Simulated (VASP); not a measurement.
# MgO (Fm-3m) in VASP: settings compared, part 2 of 2

VASP 6.6.1. Earlier steps stand in the parts before.

**5. Single point, revPBE**

This run uses another cell than the first one, of 9.86 Å³/atom, 1.069 times its volume.

The input, INCAR:

```
SYSTEM = MgO
PREC = Accurate
ENCUT = 520
EDIFF = 1E-6
ISMEAR = -1
SIGMA = 0.05
LREAL = .False.
LASPH = .True.
NELM = 80
ALGO = Normal
ISIF = 2
LWAVE = .False.
LCHARG = .True.
GGA = RE
LELF = .True.
LVHAR = .True.
NBANDS = 11
```

The input, KPOINTS:

```
Automatic mesh
0
Gamma
  11 11 11
  0 0 0
```

The input, POSCAR:

```
MgO
1.0
    0.0000000000      2.1443025806      2.1443025806
    2.1443025806      0.0000000000      2.1443025806
    2.1443025806      2.1443025806      0.0000000000
Mg O
1 1
Direct
    0.0000000000      0.0000000000      0.0000000000
    0.5000000000      0.5000000000      0.5000000000
```

Potentials or basis: VASP PAW PBE potentials, release 64 (Mg, O).

The run is started by

```console
cat potpaw_PBE.64/Mg/POTCAR potpaw_PBE.64/O/POTCAR > POTCAR
mpirun -np 1 vasp_std > vasp.out
```

OUTCAR:

```text
SYSTEM = MgO
   PREC = Accurate
   ENCUT = 520
   EDIFF = 1E-6
   ISMEAR = -1
   LREAL = .False.
   LASPH = .True.
   NELM = 80
   ISIF = 2
   GGA = RE

 ion  position               nearest neighbor table
   1  0.000  0.000  0.000-   2 2.14   2 2.14   2 2.14   2 2.14   2 2.14   2 2.14
   2  0.500  0.500  0.500-   1 2.14   1 2.14   1 2.14   1 2.14   1 2.14   1 2.14

  LATTYP: Found a face centered cubic cell.
 ALAT       =     4.2886051612

  Lattice vectors:

 A1 = (   0.0000000000,   2.1443025806,   2.1443025806)
 A2 = (   2.1443025806,   0.0000000000,   2.1443025806)
 A3 = (   2.1443025806,   2.1443025806,   0.0000000000)

Analysis of symmetry for initial positions (statically):
=====================================================================
 Subroutine PRICEL returns:
 Original cell was already a primitive cell.

 Routine SETGRP: Setting up the symmetry group for a
 face centered cubic supercell.

 Subroutine GETGRP returns: Found 48 space group operations
 (whereof 48 operations were pure point group operations)
 out of a pool of 48 trial point group operations.

The static configuration has the point symmetry O_h .

Analysis of symmetry for dynamics (positions and initial velocities):
=====================================================================
 Subroutine PRICEL returns:
 Original cell was already a primitive cell.

 Routine SETGRP: Setting up the symmetry group for a
 face centered cubic supercell.

 Subroutine GETGRP returns: Found 48 space group operations
 (whereof 48 operations were pure point group operations)
 out of a pool of 48 trial point group operations.

The dynamic configuration has the point symmetry O_h .

 Subroutine INISYM returns: Found 48 space group operations
 (whereof 48 operations are pure point group operations),
 and found     1 'primitive' translations

----------------------------------------------------------------------------------------
[... 118 lines left out ...]
   GGA     = RE    functional components
   LHFCALC =     F    Hartree Fock is set to
   AEXX    =    0.0000 exact exchange contribution
   IVDW    =     0    specifies the selected vdW correction
   LEPSILON=     F    determine dielectric tensor
   LRPA    =     F    only Hartree local field effects (RPA)
 non-spin polarized calculation
  energy-cutoff  :      520.00
  volume of cell :       19.72
 maximum number of plane-waves:       539
   NGX = 11   NGY = 11   NGZ = 11

 number of electron       8.0000000 magnetization

 Free energy of the ion-electron system (eV)
  ---------------------------------------------------
  ext. energy  EPLUGINS =         0.00000000
  ---------------------------------------------------
  free energy    TOTEN  =       -11.32638556 eV

  energy without entropy =      -11.32638556  energy(sigma->0) =      -11.32638556

 E-fermi :   3.9287     XC(G=0): -10.6488

 val. band max:        2.9173332882   @ k =   0.0000   0.0000   0.0000
 cond. band min:       7.2194706372   @ k =   0.0000   0.0000   0.0000
 fundamental gap:      4.3021373490
 Fermi energy:         3.9287208348

 k-point     1 :       0.0000    0.0000    0.0000
  band No.  band energies     occupation
      1     -14.1354      2.00000
      2       2.9173      2.00000
      3       2.9173      2.00000
      4       2.9173      2.00000
      5       7.2195      0.00000
      6      18.5093      0.00000
      7      18.5093      0.00000
      8      18.5093      0.00000
      9      22.2405      0.00000
     10      24.0024      0.00000
     11      24.0024      0.00000
[... 309 lines left out ...]
 k-point    24 :      -0.1818    0.1818    0.0000
  band No.  band energies     occupation
      1     -13.4373      2.00000
      2       0.1927      2.00000
      3       1.8833      2.00000
      4       2.5839      2.00000
      5      10.5160      0.00000
      6      14.7641      0.00000
      7      17.9318      0.00000
      8      20.3943      0.00000
      9      20.6446      0.00000
     10      23.6926      0.00000
     11      26.6850      0.00000

 [... further k-points ...]

------------------------ aborting loop because EDIFF is reached ----------------------------------------

  FORCE on cell =-STRESS in cart. coord.  units (eV):
  Direction    XX          YY          ZZ          XY          YZ          ZX
  --------------------------------------------------------------------------------------
  -------------------------------------------------------------------------------------
  Total       -0.1054237     -0.1054237     -0.1054237      0.0000000      0.0000000     -0.0000000
  in kB       -8.5656557     -8.5656557     -8.5656557      0.0000000      0.0000000     -0.0000000
  external PRESSURE =      -8.5656557 kB  Pullay stress =       0.0000000 kB

 VOLUME and BASIS-vectors are now :
 -----------------------------------------------------------------------------
  energy-cutoff  :      520.00
  volume of cell :       19.72
      direct lattice vectors                 reciprocal lattice vectors
     0.000000000  2.144302581  2.144302581    -0.233176047  0.233176047  0.233176047
     2.144302581  0.000000000  2.144302581     0.233176047 -0.233176047  0.233176047
     2.144302581  2.144302581  0.000000000     0.233176047  0.233176047 -0.233176047

 POSITION                                       TOTAL-FORCE (eV/Angst)
 -----------------------------------------------------------------------------------
      0.00000      0.00000      0.00000        -0.000000     -0.000000      0.000000
      2.14430      2.14430      2.14430         0.000000      0.000000     -0.000000
 -----------------------------------------------------------------------------------
    total drift:                               -0.000000     -0.000000      0.000000

  FREE ENERGIE OF THE ION-ELECTRON SYSTEM (eV)
  ---------------------------------------------------
  free  energy   TOTEN  =       -11.3263855582 eV

  energy  without entropy=      -11.3263855582  energy(sigma->0) =      -11.32638556
```

OSZICAR:

```text
N       E                     dE             d eps       ncg     rms          rms(c)
DAV:   1     0.134874365595E+02    0.13487E+02   -0.46418E+03  1408   0.649E+02
DAV:   2    -0.123083234783E+02   -0.25796E+02   -0.25337E+02  1431   0.131E+02
DAV:   3    -0.128678883763E+02   -0.55956E+00   -0.55919E+00  1468   0.170E+01
DAV:   4    -0.128692875915E+02   -0.13992E-02   -0.13992E-02  1319   0.972E-01
DAV:   5    -0.128692923071E+02   -0.47156E-05   -0.47155E-05  1454   0.553E-02    0.721E+00
DAV:   6    -0.113314617144E+02    0.15378E+01   -0.90876E+00  1277   0.163E+01    0.231E+00
DAV:   7    -0.113253663690E+02    0.60953E-02   -0.59449E-02  1340   0.217E+00    0.137E+00
DAV:   8    -0.113267330033E+02   -0.13666E-02   -0.35831E-02  1277   0.208E+00    0.253E-01
DAV:   9    -0.113263326413E+02    0.40036E-03   -0.59693E-04  1406   0.169E-01    0.149E-01
DAV:  10    -0.113263822224E+02   -0.49581E-04   -0.78689E-04  1331   0.206E-01    0.161E-02
DAV:  11    -0.113263858571E+02   -0.36347E-05   -0.72347E-06  1445   0.208E-02    0.713E-03
DAV:  12    -0.113263855582E+02    0.29886E-06   -0.14560E-06  1301   0.947E-03
   1 F= -.11326386E+02 E0= -.11326386E+02  d E =-.371499E-10
```

stdout:

```text
POSCAR found type information on POSCAR MgO
 POSCAR found :  2 types and       2 ions
 scaLAPACK will be used
 -----------------------------------------------------------------------------
|                                                                             |
|                                                                             |
|     You enforced a specific xc type in the INCAR file but a different       |
|     I HOPE YOU KNOW WHAT YOU ARE DOING!                                     |
|                                                                             |
 -----------------------------------------------------------------------------

 LDA part: xc-table for (Slater+PW92), standard interpolation
 POSCAR, INCAR and KPOINTS ok, starting setup
 FFT: planning ... GRIDC
 FFT: planning ... GRID_SOFT
 FFT: planning ... GRID
 WAVECAR not read
 entering main loop
```

Wall time 8.1 s (1 thread of AMD EPYC 9R45 (Zen 5), shared host); peak memory 0.11 GiB.

Results:

```yaml
Free_energy: -11.3264 eV
Pressure: -0.9 GPa
Band_gap_on_the_k_mesh: 4.30 eV, direct
```

Levels at points of the mesh, in eV from the valence-band top:
```
           k point  band 1  band 2  band 3  band 4  band 5  band 6  band 7  band 8
(0.00, 0.00, 0.00)  -17.05    0.00    0.00    0.00    4.30   15.59   15.59   15.59
```

Caveat: the PAW data sets were made with another functional, which shifts forces and pressure a little.

**6. Relaxation of cell and atoms, revPBE**

The input, INCAR:

```
PREC = Accurate
ENCUT = 600
EDIFF = 1E-6
ISMEAR = -1
SIGMA = 0.05
LREAL = F
LASPH = T
NELM = 60
ALGO = Normal
ISIF = 3
LWAVE = F
LCHARG = F
GGA = RE
IBRION = 2
NSW = 80
EDIFFG = -0.01
```

The input, KPOINTS:

```
Automatic mesh
0
Gamma
  11 11 11
```

The input, POSCAR:

```
MgO
1.0
    0.0000000000      2.0970013927      2.0970013927
    2.0970013927      0.0000000000      2.0970013927
    2.0970013927      2.0970013927      0.0000000000
Mg O
1 1
Direct
    0.0000000000      0.0000000000      0.0000000000
    0.5000000000      0.5000000000      0.5000000000
```

Potentials or basis: VASP PAW PBE potentials, release 64 (Mg, O).

The run is started by

```console
cat potpaw_PBE.64/Mg/POTCAR potpaw_PBE.64/O/POTCAR > POTCAR
mpirun -np 1 vasp_std > vasp.out
```

OUTCAR:

```text
PREC = Accurate
   ENCUT = 600
   EDIFF = 1E-6
   ISMEAR = -1
   LREAL = F
   LASPH = T
   NELM = 60
   ISIF = 3
   GGA = RE
   IBRION = 2
   NSW = 80
   EDIFFG = -0.01

 ion  position               nearest neighbor table
   1  0.000  0.000  0.000-   2 2.10   2 2.10   2 2.10   2 2.10   2 2.10   2 2.10
   2  0.500  0.500  0.500-   1 2.10   1 2.10   1 2.10   1 2.10   1 2.10   1 2.10

  LATTYP: Found a face centered cubic cell.
 ALAT       =     4.1940027854

  Lattice vectors:

 A1 = (   0.0000000000,   2.0970013927,   2.0970013927)
 A2 = (   2.0970013927,   0.0000000000,   2.0970013927)
 A3 = (   2.0970013927,   2.0970013927,   0.0000000000)

Analysis of symmetry for initial positions (statically):
=====================================================================
 Subroutine PRICEL returns:
 Original cell was already a primitive cell.

 Routine SETGRP: Setting up the symmetry group for a
 face centered cubic supercell.

 Subroutine GETGRP returns: Found 48 space group operations
 (whereof 48 operations were pure point group operations)
 out of a pool of 48 trial point group operations.

The static configuration has the point symmetry O_h .

Analysis of symmetry for dynamics (positions and initial velocities):
=====================================================================
 Subroutine PRICEL returns:
[... 227 lines left out ...]
--------------------------------------- Ionic step        3  -------------------------------------------

 number of electron       8.0000001 magnetization

 Free energy of the ion-electron system (eV)
  ---------------------------------------------------
  ext. energy  EPLUGINS =         0.00000000
  ---------------------------------------------------
  free energy    TOTEN  =       -11.32748784 eV

  energy without entropy =      -11.32748784  energy(sigma->0) =      -11.32748784

 E-fermi :   3.9935     XC(G=0): -10.6825

 val. band max:        2.9669447436   @ k =   0.0000   0.0000   0.0000
 cond. band min:       7.3360484389   @ k =   0.0000   0.0000   0.0000
 fundamental gap:      4.3691036953
 Fermi energy:         3.9935427707

 k-point     1 :       0.0000    0.0000    0.0000
  band No.  band energies     occupation
      1     -14.1202      2.00000
      2       2.9669      2.00000
      3       2.9669      2.00000
      4       2.9669      2.00000
      5       7.3360      0.00000
      6      18.6024      0.00000
      7      18.6024      0.00000
      8      18.6024      0.00000
[... 243 lines left out ...]
 k-point    24 :      -0.1818    0.1818    0.0000
  band No.  band energies     occupation
      1     -13.4127      2.00000
      2       0.2279      2.00000
      3       1.9239      2.00000
      4       2.6288      2.00000
      5      10.6338      0.00000
      6      14.8533      0.00000
      7      18.0613      0.00000
      8      20.5307      0.00000

 [... further k-points ...]

------------------------ aborting loop because EDIFF is reached ----------------------------------------

  FORCE on cell =-STRESS in cart. coord.  units (eV):
  Direction    XX          YY          ZZ          XY          YZ          ZX
  --------------------------------------------------------------------------------------
  -------------------------------------------------------------------------------------
  Total        0.0013698      0.0013698      0.0013698      0.0000000      0.0000000      0.0000000
  in kB        0.1121071      0.1121071      0.1121071      0.0000000      0.0000000      0.0000000
  external PRESSURE =       0.1121071 kB  Pullay stress =       0.0000000 kB
[... 17 lines left out ...]
  FREE ENERGIE OF THE ION-ELECTRON SYSTEM (eV)
  ---------------------------------------------------
  free  energy   TOTEN  =       -11.3274878445 eV

  energy  without entropy=      -11.3274878444  energy(sigma->0) =      -11.32748784

 reached required accuracy - stopping structural energy minimisation
```

Wall time 12 s (1 thread of AMD EPYC 9R45 (Zen 5), shared host); peak memory 0.12 GiB.

What came out:

```yaml
Free_energy: -11.3275 eV
Relaxed_volume: 9.79 Å³/atom
Relaxed_cell: a = 3.025 Å, b = 3.025 Å, c = 3.025 Å, α = 60.00°, β = 60.00°, γ = 60.00°
Space_group_after_relaxing_to_0.05_Å: Fm-3m (No. 225)
Energy_gained_by_relaxing: 16.2 meV/atom
Ionic_steps: 3
Pressure_after_relaxing: 0.0 GPa
Band_gap_on_the_k_mesh: 4.37 eV, direct
```

Step by step:
| step | energy change (eV) | largest force (eV/Å) | pressure (GPa) | volume (Å³) |
| --- | --- | --- | --- | --- |
| 1 | 0.0000 | 0.0000 | 9.63 | 18.44 |
| 2 | -0.0292 | 0.0000 | -2.62 | 19.96 |
| 3 | -0.0324 | 0.0000 | 0.01 | 19.58 |

Final structure:
```
Mg O
1.0
     0.00000    2.13912    2.13912
     2.13912    0.00000    2.13912
     2.13912    2.13912    0.00000
Mg O
1 1
Direct
  0.00000 0.00000 0.00000
  0.50000 0.50000 0.50000
```

Levels at points of the mesh, in eV from the valence-band top:
```
           k point  band 1  band 2  band 3  band 4  band 5  band 6  band 7  band 8
(0.00, 0.00, 0.00)  -17.09    0.00    0.00    0.00    4.37   15.64   15.64   15.64
```

Caveat: the PAW data sets were made with another functional, which shifts forces and pressure a little. A hybrid or GW would open this gap; revPBE tends to underestimate it.

**7. Summary**

```csv
task,level,cell,cutoff (eV),smearing,gap on the mesh (eV),pressure (GPa)
single point,PBE,"a = 2.966 Å, angles 60.0°, 2 atoms",520,gaussian 0.011 eV,4.85,6.2
single point,PBE,"a = 2.966 Å, angles 60.0°, 2 atoms",520,gaussian 0.024 eV,4.85,6.2
single point,PBE,"a = 2.966 Å, angles 60.0°, 2 atoms",520,gaussian 0.013 eV,4.85,6.2
single point,revPBE,"a = 3.033 Å, angles 60.0°, 2 atoms",520,fermi-dirac 0.05 eV,4.30,-0.9
relaxation of cell and atoms,revPBE,"relaxed from a = 2.966 Å, angles 60.0°, 2 atoms",600,fermi-dirac 0.05 eV,4.37,0.0
```

Alike in all rows: potentials or basis VASP PAW PBE potentials, release 64 (Mg, O); no spin polarisation; k mesh 11 × 11 × 11.

On the cell as given the gap runs from 4.85 eV (PBE) to 4.85 eV (PBE).

Caveats: the PAW data sets were made with another functional, which shifts forces and pressure a little (some runs).

Total energies depend on the potentials used, so only differences within one code and one set of settings carry meaning.
